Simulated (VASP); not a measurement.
# Si16B (a cell with a defect) in VASP: notebook, part 2 of 2

VASP 6.6.1.

### 3 Single point, PBE, collinear spin, zero start

INCAR

```
PREC     = Accurate       # precision mode
ENCUT    = 520            # plane-wave cutoff, eV
EDIFF    = 1E-6           # SCF threshold, eV
ISMEAR   = -1             # smearing method
SIGMA    = 0.05           # smearing width, eV
LREAL    = Auto         
LASPH    = T              # aspherical terms in the spheres
NELM     = 150            # most SCF steps
ALGO     = Normal         # electronic algorithm
ISIF     = 2              # what is computed and relaxed
LWAVE    = F              # write WAVECAR
LCHARG   = T              # write CHGCAR
ISPIN    = 2              # spin polarisation
MAGMOM   = 0 0 0 0 0 0 0 0 0 0 0 0 0 0 0 0 0 # initial moments
LORBIT   = 11             # projections on sites
GGA      = PE             # functional
LELF     = T              # ELF
LVHAR    = T            
NBANDS   = 52             # bands
```

KPOINTS

```
Automatic mesh
0
Gamma
  2 2 2
```

POSCAR

```
Si16B
1.0
    0.0000000000      5.4300000000      5.4300000000
    5.4300000000      0.0000000000      5.4300000000
    5.4300000000      5.4300000000      0.0000000000
Si B
16 1
Direct
   -0.0440883978     -0.2568876611      0.2784898711
    0.4404327808      0.0609852670      0.1425506446
    0.0690699816     -0.0101381215      0.4267127072
    0.1543738490      0.0109668508      0.7450920810
   -0.1362246777      0.7261325967     -0.0309760589
    0.0546593002      0.4145672192      0.2278453039
   -0.0039318600      0.4346132597      0.5479465930
    0.0967955801      0.6030202578      0.6665745856
    0.6921731123      0.0556537753     -0.1252854512
    0.6243830571      0.0886740331      0.1744567219
    0.5168784530      0.0228637201      0.5005985267
    0.6853314917      0.1802117864      0.5294383057
    0.3752762431      0.6677624309     -0.0728268877
    0.4866390424      0.8313351750      0.0221086556
    0.5082965009      0.5441160221      0.4353867403
    0.6281123389      0.6428637201      0.5829189687
    0.3969429098      0.3829281768      0.7818047882
```

Potentials or basis: VASP PAW PBE potentials, release 64 (Si, B).

On the command line:

```console
cat potpaw_PBE.64/Si/POTCAR potpaw_PBE.64/B/POTCAR > POTCAR
mpirun -np 1 vasp_std > vasp.out
```

OUTCAR:

```text
PREC = Accurate
   ENCUT = 520
   EDIFF = 1E-6
   ISMEAR = -1
   LREAL = Auto
   LASPH = T
   NELM = 150
   ISIF = 2
   ISPIN = 2
   LORBIT = 11
   GGA = PE

 ion  position               nearest neighbor table
   1  0.956  0.743  0.278-   7 2.23   6 2.42  16 2.58  10 2.71   5 2.87  13 3.00  11 3.09
   2  0.440  0.061  0.143-  10 1.67   9 2.00  14 2.18   3 2.71   6 2.89  11 2.94   5 3.11
   3  0.069  0.990  0.427-  12 2.44   8 2.56   2 2.71   6 2.79   4 2.92
   4  0.154  0.011  0.745-  13 2.45  11 2.48   7 2.70   3 2.92   9 3.05
   5  0.864  0.726  0.969-   9 2.11   8 2.42  14 2.45   6 2.54   1 2.87   2 3.11
   6  0.055  0.415  0.228-   7 2.34   1 2.42   5 2.54   3 2.79   2 2.89  13 3.13
   7  0.996  0.435  0.548-   1 2.23   6 2.34  16 2.40   8 2.45   4 2.70
[... 1029 lines left out ...]
      9.20470      9.95210      8.63320        -2.313737      2.932112     -1.487363
      3.48830      1.53400      2.54790        -1.287440     -0.531435      0.318335
[... 9 lines left out ...]
      6.65600      6.57590      6.90140         0.118889      1.023600     -0.156208
      6.32450      6.40060      4.23470         0.037023     -0.152374     -0.016250
 -----------------------------------------------------------------------------------
    total drift:                               -0.004935      0.004365      0.002682

  FREE ENERGIE OF THE ION-ELECTRON SYSTEM (eV)
  ---------------------------------------------------
  free  energy   TOTEN  =       -73.5463888828 eV

  energy  without entropy=      -73.4711905571  energy(sigma->0) =      -73.50878972

 total charge

# of ion       s       p       d       tot
------------------------------------------
    1        0.856   0.751   0.000   1.607
    2        0.883   1.164   0.000   2.047
    3        0.829   0.712   0.000   1.541
    4        0.834   0.712   0.000   1.547
    5        0.819   0.844   0.000   1.663
    6        0.851   0.722   0.000   1.573
[... 9 lines left out ...]
   16        0.781   0.864   0.000   1.645
   17        0.753   0.765   0.000   1.518
--------------------------------------------------
tot         13.899  14.557   0.000  28.455

 magnetization (x)

# of ion       s       p       d       tot
------------------------------------------
    1       -0.000  -0.000   0.000  -0.000
    2        0.000   0.000   0.000   0.000
    3        0.000  -0.000   0.000  -0.000
    4        0.000   0.000   0.000   0.000
    5       -0.000  -0.000   0.000  -0.000
    6       -0.000  -0.000   0.000  -0.000
[... 9 lines left out ...]
   16       -0.000  -0.000   0.000  -0.000
   17       -0.000  -0.000   0.000  -0.000
--------------------------------------------------
tot         -0.000  -0.000   0.000  -0.000
```

Wall time 4.6 min (1 thread of Intel Xeon 6975P-C (Granite Rapids), shared host); peak memory 0.7 GiB.

Results:

| Item | Value |
| --- | --- |
| Free energy | -73.5464 eV |
| Pressure | 10.2 GPa |
| Largest force | 25.243 eV/Å |
| Net moment | 0.00 μB per cell |
| Valence electrons inside the program's atomic spheres | Si 1.61, 2.05, 1.54, 1.55, 1.66, 1.57, 1.80, 2.06, 1.71, 1.65, 1.59 (each value once); B 1.52 |

Forces on the atoms (eV/Å):
```
Si    0.481  -1.696   2.612
Si    1.969 -16.621 -18.896
Si    0.139   0.806   0.043
Si   -0.551  -1.239   0.518
Si   -2.314   2.932  -1.487
Si   -1.287  -0.531   0.318
Si    0.749   1.904  -1.680
Si   -0.767   0.487   0.786
Si   -3.121  -2.941   6.234
Si    2.545  14.366  17.297
Si    3.020   2.124  -2.557
Si   -0.064   0.625   0.246
Si    0.366  -0.469  -1.542
Si   -1.709   0.459  -1.637
Si    0.390  -1.078  -0.084
Si    0.119   1.024  -0.156
B     0.037  -0.152  -0.016
```

Caveat: the k points lie up to 0.50 Å⁻¹ apart.

### 4 Single point, PBE, collinear spin, zero start

INCAR

```
PREC = Accurate
ENCUT = 520
EDIFF = 1E-6
ISMEAR = -1
SIGMA = 0.05
LREAL = Auto
LASPH = True
NELM = 150
ALGO = Normal
ISIF = 2
LWAVE = False
LCHARG = False
ISPIN = 2
MAGMOM = 0 0 0 0 0 0 0 0 0 0 0 0 0 0 0 0 0
LORBIT = 11
GGA = PE
NBANDS = 52
```

KPOINTS

```
regular mesh
0
Gamma
  2 2 2
```

POSCAR

```
Si16B
1.0
    0.0000000000      5.4300000000      5.4300000000
    5.4300000000      0.0000000000      5.4300000000
    5.4300000000      5.4300000000      0.0000000000
Si B
16 1
Direct
   -0.5147974217     -0.4188489871      1.2513535912
  -11.4676427256    -10.5494475138      6.1455985267
   -1.6464456722      4.5210681400     -6.4896500921
    1.0932596685     -1.5379373849      0.9136648250
   -0.7597882136     -3.2481675875      4.0592173112
    1.1617679558     -5.2361878453      7.7878084715
   -0.3523020258      0.5635727440      0.4454511971
   -0.6393093923      1.3832688766      1.3726427256
    7.3650184162     -2.5997882136     -2.2063075506
    2.4294843462      6.9297237569     -8.4473296501
    0.5379558011      0.7439779006      0.8573848987
    2.0712799263      0.1364364641     -0.6817587477
    3.9883701657      0.6163812155     -2.5241344383
    2.4677624309     -0.2517955801     -1.5163812155
    7.2196408840      5.2006353591      6.4972099448
   -6.8593093923      7.4228637201     -0.8466758748
   -2.0627900552      3.8668784530     -3.2895488029
```

On the command line:

```console
cat potpaw_PBE.64/Si/POTCAR potpaw_PBE.64/B/POTCAR > POTCAR
mpirun -np 1 vasp_std > vasp.out
```

It took 5 min on 1 thread of Intel Xeon 6975P-C (Granite Rapids), shared host; peak memory 0.7 GiB.

It converged, with:

```
Free energy                                           : -5.4756 eV
Pressure                                              : 84.9 GPa
Largest force                                         : 74.773 eV/Å
Net moment                                            : 0.00 μB per cell
Valence electrons inside the program's atomic spheres : Si 2.70, 2.68, 2.36, 2.05, 1.73, 1.79, 2.23, 2.58, 2.07, 2.27, 1.72, 1.61, 1.53, 2.67, 2.04, 1.81; B 1.63
```

Forces in eV/Å, atoms in the order of the input:
```
Si   41.055   4.300  43.476
Si  -72.340 -18.216   5.108
Si   21.540   7.032 -10.382
Si    5.742 -16.689 -14.182
Si    4.185  -2.621  -5.069
Si    1.815   2.627   1.829
Si  -46.186  31.190   0.942
Si    5.111   1.383 -24.292
Si   -8.212  16.679   9.609
Si   22.440  10.410  14.934
Si   -3.091   1.460   6.312
Si   -0.638   1.405  -4.020
Si    0.612  -0.348  -0.253
Si   17.842 -32.194 -11.514
Si    3.951  -8.391 -12.840
Si    6.788   6.428   2.318
B    -0.613  -4.455  -1.976
```

Stress tensor (GPa, compression positive):
```
127.51   4.54   6.50
  4.54  49.33   2.07
  6.50   2.07  77.78
```

Levels at points of the mesh, in eV from the Fermi level:
Spin up:
```
           k point  band 31  band 32  band 33  band 34  band 35  band 36
(0.00, 0.00, 0.00)    -1.13    -0.65    -0.55    -0.22     0.07     0.32
(0.50, 0.00, 0.00)    -0.82    -0.62    -0.35    -0.21     0.06     0.49
(0.00, 0.50, 0.00)    -0.74    -0.59    -0.18    -0.17     0.17     0.32
(0.00, 0.00, 0.50)    -0.83    -0.37    -0.14     0.09     0.38     0.48
(0.50, 0.50, 0.50)    -0.82    -0.36    -0.22     0.29     0.56     0.66
(0.50, 0.50, 0.00)    -0.72    -0.27     0.07     0.09     0.41     0.65
(0.00, 0.50, 0.50)    -1.08    -0.54    -0.36    -0.06     0.04     0.41
(0.50, 0.00, 0.50)    -0.32    -0.16    -0.13     0.09     0.11     0.40
```
Spin down:
```csv
k point,band 30,band 31,band 32,band 33,band 34,band 35,band 36,band 37
"(0.00, 0.00, 0.00)",-1.40,-1.13,-0.65,-0.55,-0.22,0.07,0.32,0.48
"(0.50, 0.00, 0.00)",-1.00,-0.82,-0.62,-0.35,-0.21,0.06,0.49,0.77
"(0.00, 0.50, 0.00)",-1.29,-0.74,-0.59,-0.18,-0.17,0.17,0.32,0.44
"(0.00, 0.00, 0.50)",-1.05,-0.83,-0.37,-0.14,0.09,0.38,0.48,0.58
"(0.50, 0.50, 0.50)",-1.13,-0.82,-0.36,-0.22,0.29,0.56,0.66,0.83
"(0.50, 0.50, 0.00)",-1.07,-0.72,-0.27,0.07,0.09,0.41,0.65,0.84
"(0.00, 0.50, 0.50)",-1.26,-1.08,-0.54,-0.36,-0.06,0.04,0.41,0.89
"(0.50, 0.00, 0.50)",-0.73,-0.32,-0.16,-0.13,0.09,0.11,0.40,0.50
```

Caveat: the k points lie up to 0.50 Å⁻¹ apart; atoms lie so close that the PAW spheres overlap strongly, which falsifies energies and pressures.

### 5 Overview

| cell | gap on the mesh (eV) | pressure (GPa) | moment (μB) | largest force (eV/Å) |
| --- | --- | --- | --- | --- |
| as given, atomic positions A | none | 0.2 | 0.00 | 3.98 |
| as given, atomic positions B | none | 10.2 | 0.00 | 25.24 |
| as given, atomic positions C | none | 84.9 | 0.00 | 74.77 |

Alike in all rows: task single point; level PBE; potentials or basis VASP PAW PBE potentials, release 64 (Si, B); spin collinear, zero start; k mesh 2 × 2 × 2; cutoff (eV) 520; smearing fermi-dirac 0.05 eV.

Caveats: all runs use coarse meshes; atoms lie so close that the PAW spheres overlap strongly, which falsifies energies and pressures (at least some runs).

Absolute energies hang on the potentials; compare differences alone.
